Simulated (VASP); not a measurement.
# Si4N in VASP: a series of runs

Si4N is run at these levels: PBE+D3(BJ); tasks: single point.

Everything below comes from runs of VASP 6.6.1. Logs are shortened: lines on timing, memory, paths and dates and some standing lists are left out, and cuts for length are marked.

## (1) The cell of the first run

The cell holds a slab with vacuum, 5 atoms: a = 3.833 Å, b = 3.833 Å, c = 21.103 Å, α = 90.00°, β = 90.00°, γ = 90.00°.

## (2) Single point, PBE+D3(BJ), collinear spin, ferromagnetic start

File INCAR:

```
  ALGO = Normal
  DIPOL = 0.5 0.5 0.335
  EDIFF = 1E-7
  ENCUT = 520
  GGA = PE
  IDIPOL = 3
  ISIF = 2
  ISMEAR = 0
  ISPIN = 2
  IVDW = 12
  LASPH = T
  LCHARG = F
  LDIPOL = T
  LORBIT = 11
  LREAL = F
  LWAVE = F
  MAGMOM = 0 0 0 0 3
  NBANDS = 22
  NELM = 150
  PREC = Accurate
  SIGMA = 0.05
```

File KPOINTS:

```
k-points
0
Gamma
  7 7 1
```

File POSCAR:

```
Si4N
1.0
    3.8333442755      0.0000000000      0.0000000000
    0.0000000000      3.8333442755      0.0000000000
    0.0000000000      0.0000000000     21.1034818114
Si N
4 1
Direct
    0.0000000000      0.5000000000      0.1895421825
    0.0000000000      0.0000000000      0.2537634269
    0.5000000000      0.0000000000      0.3207061922
    0.5000000000      0.5000000000      0.3839879070
    0.5000000000      0.7500000000      0.5261445439
```

Potentials or basis: VASP PAW PBE potentials, release 64 (Si, N).

Launch:

```bash
$ cat potpaw_PBE.64/Si/POTCAR potpaw_PBE.64/N/POTCAR > POTCAR
$ mpirun -np 1 vasp_std > vasp.out
```

OUTCAR:

```text
EDIFF = 1E-7
   ENCUT = 520
   GGA = PE
   ISIF = 2
   ISMEAR = 0
   ISPIN = 2
   IVDW = 12
   LASPH = T
   LORBIT = 11
   LREAL = F
   NELM = 150
   PREC = Accurate
 IVDW          = 12

 ion  position               nearest neighbor table
   1  0.000  0.500  0.190-   2 2.35   2 2.35
   2  0.000  0.000  0.254-   1 2.35   1 2.35   3 2.38   3 2.38
   3  0.500  0.000  0.321-   4 2.34   4 2.34   2 2.38   2 2.38
   4  0.500  0.500  0.384-   3 2.34   3 2.34
   5  0.500  0.750  0.526-

  LATTYP: Found a simple tetragonal cell.
 ALAT       =     3.8333442755
 C/A-ratio  =     5.5052404101

  Lattice vectors:

 A1 = (   3.8333442755,   0.0000000000,   0.0000000000)
 A2 = (   0.0000000000,   3.8333442755,   0.0000000000)
 A3 = (   0.0000000000,   0.0000000000,  21.1034818114)

Analysis of symmetry for initial positions (statically):
=====================================================================
 Subroutine PRICEL returns:
 Original cell was already a primitive cell.

 Routine SETGRP: Setting up the symmetry group for a
 simple tetragonal supercell.

 Subroutine GETGRP returns: Found  2 space group operations
 (whereof  2 operations were pure point group operations)
 out of a pool of 16 trial point group operations.

The static configuration has the point symmetry C_1h.

Analysis of symmetry for dynamics (positions and initial velocities):
=====================================================================
 Subroutine PRICEL returns:
 Original cell was already a primitive cell.

 Routine SETGRP: Setting up the symmetry group for a
 simple tetragonal supercell.

 Subroutine GETGRP returns: Found  2 space group operations
 (whereof  2 operations were pure point group operations)
 out of a pool of 16 trial point group operations.

The dynamic configuration has the point symmetry C_1h.

Analysis of structural, dynamic, and magnetic symmetry:
=====================================================================
 Subroutine PRICEL returns:
 Original cell was already a primitive cell.

 Routine SETGRP: Setting up the symmetry group for a
 simple tetragonal supercell.

 Subroutine GETGRP returns: Found  2 space group operations
 (whereof  2 operations were pure point group operations)
 out of a pool of 16 trial point group operations.

The overall configuration has the point symmetry C_1h.

 Subroutine INISYM returns: Found  2 space group operations
 (whereof  2 operations are pure point group operations),
 and found     1 'primitive' translations

[... 129 lines left out ...]

 dipolmoment           0.000000      0.000000     -0.014349 electrons x Angstroem

 number of electron      21.0000001 magnetization       2.6335359

 dipolmoment           0.000000      0.000000      0.049943 electrons x Angstroem

 Free energy of the ion-electron system (eV)
  ---------------------------------------------------
  ext. energy  EPLUGINS =         0.00000000
  ---------------------------------------------------
  free energy    TOTEN  =       -21.32399021 eV

  energy without entropy =      -21.32166004  energy(sigma->0) =      -21.32282512

 E-fermi :  -2.4056     XC(G=0):  -3.8846

 val. band max:       -2.4252452110   @ k =   0.2857   0.2857   0.0000
 cond. band min:      -2.3421330595   @ k =  -0.1429   0.4286   0.0000
 fundamental gap:      0.0831121515
 Fermi energy:        -2.4056458601

 spin component 1

 k-point     1 :       0.0000    0.0000    0.0000
  band No.  band energies     occupation
      1     -16.4239      1.00000
      2     -13.2859      1.00000
      3     -11.1348      1.00000
      4      -7.8273      1.00000
      5      -5.0552      1.00000
      6      -4.6036      1.00000
[... 389 lines left out ...]
     21       5.2382      0.00000
     22       5.9890      0.00000
 Fermi energy:        -2.4056458601

 spin component 2

 k-point     1 :       0.0000    0.0000    0.0000
  band No.  band energies     occupation
      1     -13.3244      1.00000
      2     -12.1568      1.00000
      3     -11.1668      1.00000
      4      -7.8634      1.00000
      5      -4.3801      1.00000
      6      -4.1701      1.00000
[... 389 lines left out ...]
     21       5.3030      0.00000
     22       6.1007      0.00000

------------------------ aborting loop because EDIFF is reached ----------------------------------------

 vacuum level on the upper side and lower side of the slab       (xc-potential included)         0.296        -0.304

 Edisp (eV)   -0.99157

 E8    (eV) :    -0.4215

  FORCE on cell =-STRESS in cart. coord.  units (eV):
  Direction    XX          YY          ZZ          XY          YZ          ZX
  --------------------------------------------------------------------------------------
  -------------------------------------------------------------------------------------
  Total      -3.95008    -1.12570    -1.69104     0.00000    -0.35086     0.00000
  in kB     -20.40829    -5.81600    -8.73686     0.00000    -1.81271     0.00000
  external pressure =      -11.65 kB  Pullay stress =        0.00 kB

 VOLUME and BASIS-vectors are now :
 -----------------------------------------------------------------------------
  energy-cutoff  :      520.00
  volume of cell :      310.11
      direct lattice vectors                 reciprocal lattice vectors
     3.833344276  0.000000000  0.000000000     0.260868821  0.000000000  0.000000000
     0.000000000  3.833344276  0.000000000     0.000000000  0.260868821  0.000000000
     0.000000000  0.000000000 21.103481811     0.000000000  0.000000000  0.047385546

 POSITION                                       TOTAL-FORCE (eV/Angst)
 -----------------------------------------------------------------------------------
      0.00000      1.91667      4.00000         0.000000      0.014543      0.056662
      0.00000      0.00000      5.35529         0.000000      0.011028      0.062485
      1.91667      0.00000      6.76802         0.000000     -0.045033      0.046742
      1.91667      1.91667      8.10348         0.000000      0.126576      0.232286
      1.91667      2.87501     11.10348         0.000000     -0.107114     -0.398175
 -----------------------------------------------------------------------------------
    total drift:                                0.000000      0.000114      0.000138

  FREE ENERGIE OF THE ION-ELECTRON SYSTEM (eV)
  ---------------------------------------------------
  free  energy   TOTEN  =       -22.3155591263 eV

  energy  without entropy=      -22.3132289515  energy(sigma->0) =      -22.31439404

 vacuum level on the upper side and lower side of the slab         3.545         2.929

 total charge

# of ion       s       p       d       tot
------------------------------------------
    1        0.863   0.721   0.000   1.585
    2        0.776   0.894   0.000   1.670
    3        0.775   0.896   0.000   1.671
    4        0.855   0.720   0.000   1.575
    5        1.363   1.911   0.000   3.275
--------------------------------------------------
tot          4.632   5.143   0.000   9.775

 magnetization (x)

# of ion       s       p       d       tot
------------------------------------------
    1        0.003  -0.004   0.000  -0.001
    2        0.000  -0.011   0.000  -0.011
    3        0.004  -0.015   0.000  -0.011
    4       -0.004  -0.055   0.000  -0.059
    5        0.037   1.824   0.000   1.862
--------------------------------------------------
tot          0.041   1.739   0.000   1.780
```

stdout:

```text
POSCAR found type information on POSCAR SiN
 POSCAR found :  2 types and       5 ions
 scaLAPACK will be used
 LDA part: xc-table for (Slater+PW92), standard interpolation
 POSCAR, INCAR and KPOINTS ok, starting setup
 FFT: planning ... GRIDC
 FFT: planning ... GRID_SOFT
 FFT: planning ... GRID
 WAVECAR not read
 entering main loop
```

It took 5.1 min on 1 thread of AMD EPYC 9R14 (Zen 4), shared host; peak memory 0.53 GiB.

Results:

```yaml
Free_energy: -22.3156 eV
Largest_force: 0.412 eV/Å
Net_moment: 2.63 μB per cell
Site_moments: Si -0.00, -0.01, -0.06 (each value once); N +1.86 μB
Valence_electrons_inside_the_program's_atomic_spheres: Si 1.58, 1.67, 1.57 (each value once); N 3.27
Dispersion_energy_per_atom: -0.198 eV
```

Forces on the atoms (eV/Å):
```
Si   0.000  0.015  0.057
Si   0.000  0.011  0.062
Si   0.000 -0.045  0.047
Si   0.000  0.127  0.232
N    0.000 -0.107 -0.398
```

Levels at points of the mesh, in eV from the Fermi level:
Spin up:
```tsv
k point	band 9	band 10	band 11	band 12	band 13	band 14	band 15	band 16
(0.00, 0.00, 0.00)	-1.69	-1.31	-0.55	0.63	1.34	1.85	2.00	3.09
```
Spin down:
| k point | band 6 | band 7 | band 8 | band 9 | band 10 | band 11 | band 12 | band 13 |
| --- | --- | --- | --- | --- | --- | --- | --- | --- |
| (0.00, 0.00, 0.00) | -1.76 | -1.71 | -0.59 | 0.15 | 1.31 | 1.53 | 1.82 | 1.92 |

## (3) Single point, PBE+D3(BJ), collinear spin, ferromagnetic start

File INCAR:

```
SYSTEM = Si4N
  PREC = Accurate
  ENCUT = 520
  EDIFF = 1E-7
  ISMEAR = 0
  SIGMA = 0.05
  LREAL = .FALSE.
  LASPH = .TRUE.
  NELM = 150
  ALGO = Normal
  ISIF = 2
  LWAVE = .FALSE.
  LCHARG = .FALSE.
  ISPIN = 2
  MAGMOM = 0 0 0 0 3
  LORBIT = 11
  LDIPOL = .TRUE.
  IDIPOL = 3
  DIPOL = 0.5 0.5 0.335
  GGA = PE
  IVDW = 12
  NBANDS = 22
```

File KPOINTS:

```
regular mesh
0
G
  7 7 1
  0 0 0
```

POSCAR: that of step 2 with these lines changed.

```diff
@@ -12,2 +12,2 @@
     0.5000000000      0.5000000000      0.3839879070
-    0.5000000000      0.7500000000      0.5261445439
+    0.7500000000      0.5000000000      0.5261445439
```

Potentials or basis: VASP PAW PBE potentials, release 64 (Si, N).

Launch:

```bash
$ cat potpaw_PBE.64/Si/POTCAR potpaw_PBE.64/N/POTCAR > POTCAR
$ mpirun -np 1 vasp_std > vasp.out
```

Wall time 4.8 min (1 thread of AMD EPYC 9R14 (Zen 4), shared host); peak memory 0.53 GiB.

It converged, with:

| Item | Value |
| --- | --- |
| Free energy | -22.3244 eV |
| Largest force | 0.439 eV/Å |
| Net moment | 2.63 μB per cell |
| Site moments | Si +0.00, -0.01, -0.06 (each value once); N +1.86 μB |
| Valence electrons inside the program's atomic spheres | Si 1.58, 1.67, 1.57 (each value once); N 3.27 |
| Dispersion energy per atom | -0.198 eV |

Forces in eV/Å, atoms in the order of the input:
```
Si   0.011  0.000  0.055
Si  -0.005  0.000  0.067
Si   0.059  0.000  0.047
Si   0.035  0.000  0.258
N   -0.099  0.000 -0.428
```

Levels at points of the mesh, in eV from the Fermi level:
Spin up:
| k point | band 8 | band 9 | band 10 | band 11 | band 12 | band 13 | band 14 | band 15 | band 16 | band 17 |
| --- | --- | --- | --- | --- | --- | --- | --- | --- | --- | --- |
| (0.00, 0.00, 0.00) | -1.95 | -1.71 | -1.31 | -0.57 | 0.61 | 1.33 | 1.83 | 1.99 | 3.06 | 3.35 |
Spin down:
| k point | band 6 | band 7 | band 8 | band 9 | band 10 | band 11 | band 12 | band 13 |
| --- | --- | --- | --- | --- | --- | --- | --- | --- |
| (0.00, 0.00, 0.00) | -1.78 | -1.72 | -0.61 | 0.14 | 1.27 | 1.52 | 1.81 | 2.03 |
